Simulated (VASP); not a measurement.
# Tl2Sn2H5 (P4/mmm) in VASP: a series of runs, part 2 of 2

VASP 6.6.1. The steps go on from the part before.

### Step 4. Relaxation of cell and atoms, PBE

This run uses another cell than the first one, of 16.23 Å³/atom.

File INCAR:

```
ALGO = Normal
EDIFF = 1E-6
EDIFFG = -0.04
ENCUT = 600
GGA = PE
IBRION = 2
ISIF = 3
ISMEAR = 0
LASPH = T
LCHARG = F
LREAL = F
LWAVE = F
NELM = 80
NSW = 90
PREC = Accurate
SIGMA = 0.1
```

File KPOINTS:

```
k-points
0
Gamma
  4 4 2
```

File POSCAR:

```
Tl2Sn2H5
1.0
    4.1834156000      0.0000000000      0.0000000000
    0.0000000000      4.1834156000      0.0000000000
    0.0000000000      0.0000000000      8.3467602400
Tl Sn H
2 2 5
Direct
    0.0000000000      0.0000000000      0.0000000000
    0.0000000000      0.0000000000      0.5000000000
    0.5000000000      0.5000000000      0.2566320000
    0.5000000000      0.5000000000      0.7433680000
    0.5000000000      0.0000000000      0.2209000000
    0.5000000000      0.0000000000      0.7791000000
    0.5000000000      0.5000000000      0.5000000000
    0.0000000000      0.5000000000      0.2209000000
    0.0000000000      0.5000000000      0.7791000000
```

Potentials or basis: VASP PAW PBE potentials, release 64 (Tl_d, Sn_d, H).

Run with:

```sh
cat potpaw_PBE.64/Tl_d/POTCAR potpaw_PBE.64/Sn_d/POTCAR potpaw_PBE.64/H/POTCAR > POTCAR
mpirun -np 1 vasp_std > vasp.out
```

OUTCAR:

```text
EDIFF = 1E-6
   EDIFFG = -0.04
   ENCUT = 600
   GGA = PE
   IBRION = 2
   ISIF = 3
   ISMEAR = 0
   LASPH = T
   LREAL = F
   NELM = 80
   NSW = 90
   PREC = Accurate

 ion  position               nearest neighbor table
   1  0.000  0.000  0.000-   3 3.65   4 3.65   3 3.65   4 3.65   3 3.65   4 3.65   3 3.65   4 3.65

   2  0.000  0.000  0.500-   3 3.59   4 3.59   3 3.59   4 3.59   3 3.59   4 3.59   3 3.59   4 3.59

   3  0.500  0.500  0.257-   7 2.03   5 2.11   8 2.11   5 2.11   8 2.11   2 3.59   2 3.59   2 3.59
                             2 3.59   1 3.65   1 3.65   1 3.65   1 3.65
   4  0.500  0.500  0.743-   7 2.03   6 2.11   9 2.11   6 2.11   9 2.11   2 3.59   2 3.59   2 3.59
                             2 3.59   1 3.65   1 3.65   1 3.65   1 3.65
   5  0.500  0.000  0.221-   3 2.11   3 2.11
   6  0.500  0.000  0.779-   4 2.11   4 2.11
   7  0.500  0.500  0.500-   3 2.03   4 2.03
   8  0.000  0.500  0.221-   3 2.11   3 2.11
   9  0.000  0.500  0.779-   4 2.11   4 2.11

  LATTYP: Found a simple tetragonal cell.
 ALAT       =     4.1834156000
 C/A-ratio  =     1.9952022553

  Lattice vectors:

 A1 = (   4.1834156000,   0.0000000000,   0.0000000000)
 A2 = (   0.0000000000,   4.1834156000,   0.0000000000)
 A3 = (   0.0000000000,   0.0000000000,   8.3467602400)

Analysis of symmetry for initial positions (statically):
=====================================================================
 Subroutine PRICEL returns:
 Original cell was already a primitive cell.

 Routine SETGRP: Setting up the symmetry group for a
 simple tetragonal supercell.

 Subroutine GETGRP returns: Found 16 space group operations
 (whereof 16 operations were pure point group operations)
 out of a pool of 16 trial point group operations.

The static configuration has the point symmetry D_4h.

Analysis of symmetry for dynamics (positions and initial velocities):
=====================================================================
 Subroutine PRICEL returns:
 Original cell was already a primitive cell.

 Routine SETGRP: Setting up the symmetry group for a
 simple tetragonal supercell.

 Subroutine GETGRP returns: Found 16 space group operations
 (whereof 16 operations were pure point group operations)
 out of a pool of 16 trial point group operations.

The dynamic configuration has the point symmetry D_4h.

 Subroutine INISYM returns: Found 16 space group operations
 (whereof 16 operations are pure point group operations),
 and found     1 'primitive' translations

----------------------------------------------------------------------------------------

                                     Primitive cell

  volume of cell :     146.0764

  direct lattice vectors                    reciprocal lattice vectors
     4.183415600  0.000000000  0.000000000     0.239039124  0.000000000  0.000000000
     0.000000000  4.183415600  0.000000000     0.000000000  0.239039124  0.000000000
     0.000000000  0.000000000  8.346760240     0.000000000  0.000000000  0.119806964

  length of vectors
     4.183415600  4.183415600  8.346760240     0.239039124  0.239039124  0.119806964

  position of ions in fractional coordinates (direct lattice)
     0.000000000  0.000000000  0.000000000
     0.000000000  0.000000000  0.500000000
     0.500000000  0.500000000  0.256632000
     0.500000000  0.500000000  0.743368000
     0.500000000  0.000000000  0.220900000
     0.500000000  0.000000000  0.779100000
     0.500000000  0.500000000  0.500000000
     0.000000000  0.500000000  0.220900000
     0.000000000  0.500000000  0.779100000

  ion indices of the primitive-cell ions
   primitive index   ion index
[... 60 lines left out ...]
   ISTART =      0    job   : 0-new  1-cont  2-samecut
   ICHARG =      2    charge: 1-file 2-atom 10-const
   ISPIN  =      1    spin polarized calculation?
   LNONCOLLINEAR =      F non collinear calculations
   LSORBIT =      F    spin-orbit coupling
   LASPH  =      T    aspherical Exc in radial PAW
   ENCUT  =  600.0 eV  44.10 Ry    6.64 a.u.   8.36  8.36 16.67*2*pi/ulx,y,z
   NELM   =     80;   NELMIN=  2; NELMDL= -5     # of ELM steps
   EDIFF  = 0.1E-05   stopping-criterion for ELM
   LREAL  =      F    real-space projection
   EDIFFG = -.4E-01   stopping-criterion for IOM
   NSW    =     90    number of steps for IOM
   IBRION =      2    ionic relax: 0-MD 1-quasi-New 2-CG
   NFREE  =      1    steps in history (QN), initial steepest desc. (CG)
   ISIF   =      3    stress and relaxation
   ISYM   =      2    0-nonsym 1-usesym 2-fastsym
   POTIM  = 0.5000    time-step for ionic-motion
   TEBEG  =    0.0;   TEEND  =   0.0 temperature during run
   PSTRESS=    0.0 pullay stress
   NELECT =      59.0000    total number of electrons
   NUPDOWN=      -1.0000    fix difference up-down
   EMIN   =  10.00;   EMAX   =-10.00  energy-range for DOS
   EFERMI =   0.00;   METHOD = LEGACY
   ISMEAR =     0;   SIGMA  =   0.10  broadening in eV -4-tet -1-fermi 0-gaus
   EFERMI_NEDOS =   21; number of points for ismear=-14 and -15
   IALGO  =     38    algorithm
   IMIX   =      4    mixing-type and parameters
     AMIX     =   0.40;   BMIX     =  1.00
     AMIX_MAG =   1.60;   BMIX_MAG =  1.00
  volume/ion in A,a.u.               =      16.23       109.53
  Fermi-wavevector in a.u.,A,eV,Ry     =   1.210130  2.286815 19.924585  1.464416
  Thomas-Fermi vector in A             =   2.345687
   LORBIT       =      0    0 simple, 1 ext, 2 COOP (PROOUT), +10 PAW based schemes
   GGA     = PE    functional components
   LHFCALC =     F    Hartree Fock is set to
   AEXX    =    0.0000 exact exchange contribution
   IVDW    =     0    specifies the selected vdW correction
   LEPSILON=     F    determine dielectric tensor
   LRPA    =     F    only Hartree local field effects (RPA)
 conjugate gradient relaxation of ions
 non-spin polarized calculation
 Gauss-broadening in eV      SIGMA  =   0.10
  energy-cutoff  :      600.00
  volume of cell :      146.08
 maximum number of plane-waves:      4904
 NGX is ok and might be reduce to    36
   NGX = 17   NGY = 17   NGZ = 33

--------------------------------------- Ionic step        1  -------------------------------------------

 number of electron      58.9999994 magnetization

 Free energy of the ion-electron system (eV)
  ---------------------------------------------------
  ext. energy  EPLUGINS =         0.00000000
  ---------------------------------------------------
  free energy    TOTEN  =       -24.98486191 eV

  energy without entropy =      -24.95825687  energy(sigma->0) =      -24.97155939

------------------------ aborting loop because EDIFF is reached ----------------------------------------

  FORCE on cell =-STRESS in cart. coord.  units (eV):
  Direction    XX          YY          ZZ          XY          YZ          ZX
  --------------------------------------------------------------------------------------
  -------------------------------------------------------------------------------------
  Total        2.0454749      2.0454749      1.0132890      0.0000000      0.0000000      0.0000000
  in kB       22.4349331     22.4349331     11.1138348      0.0000000      0.0000000      0.0000000
  external PRESSURE =      18.6612337 kB  Pullay stress =       0.0000000 kB
[... 110 lines left out ...]
  FREE ENERGIE OF THE ION-ELECTRON SYSTEM (eV)
  ---------------------------------------------------
  free  energy   TOTEN  =       -25.2200754333 eV

  energy  without entropy=      -25.2041234329  energy(sigma->0) =      -25.21209943

 E-fermi :   4.4238     XC(G=0):  -9.0911

 val. band max:        4.4193662034   @ k =   0.2500   0.0000   0.5000
 cond. band min:       4.5350121329   @ k =   0.0000   0.0000   0.0000
 fundamental gap:      0.1156459295
 Fermi energy:         4.4238281063

 k-point     1 :       0.0000    0.0000    0.0000
  band No.  band energies     occupation
      1     -17.0184      2.00000
      2     -17.0171      2.00000
      3     -17.0152      2.00000
      4     -17.0071      2.00000
      5     -17.0040      2.00000
      6     -16.9930      2.00000
[... 445 lines left out ...]
     34       6.1116      0.00000
     35       6.1511      0.00000

[... ionic steps 4 to 12 ...]

--------------------------------------- Ionic step       13  -------------------------------------------

 number of electron      58.9999983 magnetization

------------------------ aborting loop because EDIFF is reached ----------------------------------------
[... 81 lines left out ...]
--------------------------------------- Ionic step       15  -------------------------------------------

 number of electron      58.9999981 magnetization

 Free energy of the ion-electron system (eV)
  ---------------------------------------------------
  ext. energy  EPLUGINS =         0.00000000
  ---------------------------------------------------
  free energy    TOTEN  =       -25.80399277 eV

  energy without entropy =      -25.79411177  energy(sigma->0) =      -25.79905227

 E-fermi :   5.4659     XC(G=0):  -9.6337

 val. band max:        5.3660106416   @ k =   0.2500   0.0000   0.5000
 cond. band min:       5.4847728986   @ k =   0.5000   0.5000   0.0000
 fundamental gap:      0.1187622570
 Fermi energy:         5.4659175913

 k-point     1 :       0.0000    0.0000    0.0000
  band No.  band energies     occupation
      1     -15.9594      2.00000
      2     -15.9441      2.00000
      3     -15.9387      2.00000
      4     -15.9205      2.00000
      5     -15.9156      2.00000
      6     -15.9038      2.00000
[... 481 lines left out ...]
  FREE ENERGIE OF THE ION-ELECTRON SYSTEM (eV)
  ---------------------------------------------------
  free  energy   TOTEN  =       -25.8039927657 eV

  energy  without entropy=      -25.7941117680  energy(sigma->0) =      -25.79905227

 reached required accuracy - stopping structural energy minimisation
```

It took 15 min on 1 thread of Oxide Virtual Turin-like, shared host; peak memory 0.31 GiB.

Results:

* Free energy: -25.8040 eV
* Relaxed volume: 16.11 Å³/atom
* Relaxed cell: a = 4.425 Å, b = 4.425 Å, c = 7.404 Å, α = 90.00°, β = 90.00°, γ = 90.00°
* Space group after relaxing (to 0.1 Å): P4/mmm (No. 123)
* Energy gained by relaxing: 91.0 meV/atom
* Ionic steps: 15
* Pressure after relaxing: 0.0 GPa
* Largest force after relaxing: 0.039 eV/Å
* Band gap on the k mesh: zero (an odd number of electrons rules out a gap without spin polarisation)

Forces on the atoms (eV/Å):
```
Tl   0.000  0.000  0.000
Tl   0.000  0.000  0.000
Sn   0.000  0.000 -0.013
Sn   0.000  0.000  0.013
H    0.000  0.000  0.039
H    0.000  0.000 -0.039
H    0.000  0.000  0.000
H    0.000  0.000  0.039
H    0.000  0.000 -0.039
```

Step by step:
| step | energy change (eV) | largest force (eV/Å) | pressure (GPa) | volume (Å³) |
| --- | --- | --- | --- | --- |
| 1 | 0.0000 | 0.7744 | 1.87 | 146.08 |
| 2 | -0.1045 | 0.7142 | 0.69 | 150.11 |
| 3 | -0.2352 | 0.3373 | -2.14 | 162.63 |
| 4 | -0.3084 | 0.2811 | -2.46 | 162.82 |
| 5 | -0.4863 | 0.1317 | -3.06 | 163.23 |
| 6 | -0.3144 | 1.5275 | -3.60 | 163.34 |
| 7 | -0.5315 | 0.0763 | -3.17 | 163.34 |
| 8 | -0.5474 | 0.3761 | -3.34 | 163.40 |
| 9 | -0.7244 | 0.5389 | -1.88 | 153.10 |
| 10 | -0.7513 | 0.7037 | -0.87 | 148.43 |
| 11 | -0.8052 | 0.2886 | -0.38 | 146.29 |
| 12 | -0.8164 | 0.0535 | 0.07 | 144.62 |
| 13 | -0.8165 | 0.0485 | 0.02 | 144.76 |
| 14 | -0.8175 | 0.0459 | 0.01 | 144.81 |
| 15 | -0.8191 | 0.0385 | 0.00 | 144.98 |

Final structure:
```
Tl Sn H
1.0
     4.42526    0.00000    0.00000
     0.00000    4.42526    0.00000
     0.00000    0.00000    7.40356
Tl Sn H
2 2 5
Direct
  0.00000 0.00000 0.00000
  0.00000 0.00000 0.50000
  0.50000 0.50000 0.21719
  0.50000 0.50000 0.78281
  0.50000 0.00000 0.24062
  0.50000 0.00000 0.75938
  0.50000 0.50000 0.50000
  0.00000 0.50000 0.24062
  0.00000 0.50000 0.75938
```

Caveat: the k points lie up to 0.42 Å⁻¹ apart in the final cell, too coarse for converged energies and pressures of a metal; spin-orbit coupling is left out, which moves the levels of the heavy elements; an odd number of electrons without spin polarisation forces a metal; a magnetic or distorted state may lie lower.

### Step 5. Single point, PBE

This run uses another cell than the first one, of 16.48 Å³/atom.

File INCAR:

```
PREC     = Accurate       # precision mode
ENCUT    = 520            # plane-wave cutoff, eV
EDIFF    = 1E-6           # SCF threshold, eV
ISMEAR   = 0              # smearing method
SIGMA    = 0.1            # smearing width, eV
LREAL    = F              # projectors in reciprocal space
LASPH    = T              # aspherical terms in the spheres
NELM     = 80             # most SCF steps
ALGO     = Fast           # electronic algorithm
ISIF     = 2              # what is computed and relaxed
LWAVE    = F              # write WAVECAR
LCHARG   = F              # write CHGCAR
GGA      = PE             # functional
NBANDS   = 40             # bands
```

File KPOINTS:

```
regular mesh
0
Gamma
  8 8 6
```

File POSCAR:

```
Tl2Sn2H5
1.0
    4.3588529217      0.0000000000      0.0000000000
    0.0000000000      4.3588529217      0.0000000000
    0.0000000000      0.0000000000      7.8086042570
Tl Sn H
2 2 5
Direct
    0.0000000000      0.0000000000      0.0000000000
    0.0000000000      0.0000000000      0.5000000000
    0.5000000000      0.5000000000      0.2328344783
    0.5000000000      0.5000000000      0.7671655217
    0.5000000000      0.0000000000      0.2592002271
    0.5000000000      0.0000000000      0.7407997729
    0.5000000000      0.5000000000      0.5000000000
    0.0000000000      0.5000000000      0.2592002271
    0.0000000000      0.5000000000      0.7407997729
```

Run with:

```sh
cat potpaw_PBE.64/Tl_d/POTCAR potpaw_PBE.64/Sn_d/POTCAR potpaw_PBE.64/H/POTCAR > POTCAR
mpirun -np 1 vasp_std > vasp.out
```

Wall time 4.4 min (1 thread of Oxide Virtual Turin-like, shared host); peak memory 0.41 GiB.

Results (log left out):

| Quantity | Value |
| --- | --- |
| Free energy | -25.7935 eV |
| Pressure | -0.1 GPa |
| Band gap on the k mesh | zero (an odd number of electrons rules out a gap without spin polarisation) |

Levels at points of the mesh, in eV from the Fermi level:
```
           k point  band 26  band 27  band 28  band 29  band 30  band 31  band 32  band 33  band 34  band 35
(0.00, 0.00, 0.00)    -2.54    -2.36    -0.94    -0.94     0.22     0.25     0.76     1.06     1.06     2.74
(0.50, 0.00, 0.00)    -4.90    -2.55    -1.55    -0.07     0.70     1.46     1.75     1.93     2.14     2.27
(0.50, 0.50, 0.00)    -5.10    -4.76    -4.76    -3.83    -0.75    -0.31    -0.31     2.71     3.23     3.23
(0.00, 0.00, 0.50)    -2.46    -2.44    -1.40    -0.39    -0.39    -0.11    -0.11     2.30     2.53     3.25
(0.50, 0.00, 0.50)    -3.53    -3.49    -1.78    -0.75    -0.42     0.96     1.11     2.20     2.42     2.70
(0.50, 0.50, 0.50)    -5.45    -5.43    -5.43    -2.50    -0.20     1.10     1.10     1.40     1.42     1.42
```

Caveat: spin-orbit coupling is left out, which moves the levels of the heavy elements; an odd number of electrons without spin polarisation forces a metal; a magnetic or distorted state may lie lower.

### Step 6. Summary

```tsv
task	cell	k mesh	cutoff (eV)	gap on the mesh (eV)	pressure (GPa)	relaxed volume (Å³/atom)	largest force (eV/Å)
single point	a = 4.489, b = 4.489, c = 7.305 Å, 9 atoms, atomic positions A	4 × 4 × 4	520	none	-0.2	-	-
relaxation of cell and atoms	relaxed from a = 4.414, b = 4.414, c = 7.422 Å, 9 atoms, atomic positions B	4 × 4 × 4	600	none	-0.1	16.34	0.03
relaxation of cell and atoms	relaxed from a = 4.183, b = 4.183, c = 8.347 Å, 9 atoms, atomic positions C	4 × 4 × 2	600	none	0.0	16.11	0.04
single point	a = 4.359, b = 4.359, c = 7.809 Å, 9 atoms, atomic positions D	8 × 8 × 6	520	none	-0.1	-	-
```

Alike in all rows: level PBE; potentials or basis VASP PAW PBE potentials, release 64 (Tl_d, Sn_d, H); no spin polarisation; smearing gaussian 0.1 eV.

Caveats: some runs use coarse meshes; spin-orbit coupling is left out, which moves the levels of the heavy elements; an odd number of electrons without spin polarisation forces a metal; a magnetic or distorted state may lie lower.

Total energies depend on the potentials used, so only differences within one code and one set of settings carry meaning.

The gap in the log of VASP goes by the Fermi energy; the results here count the filled bands.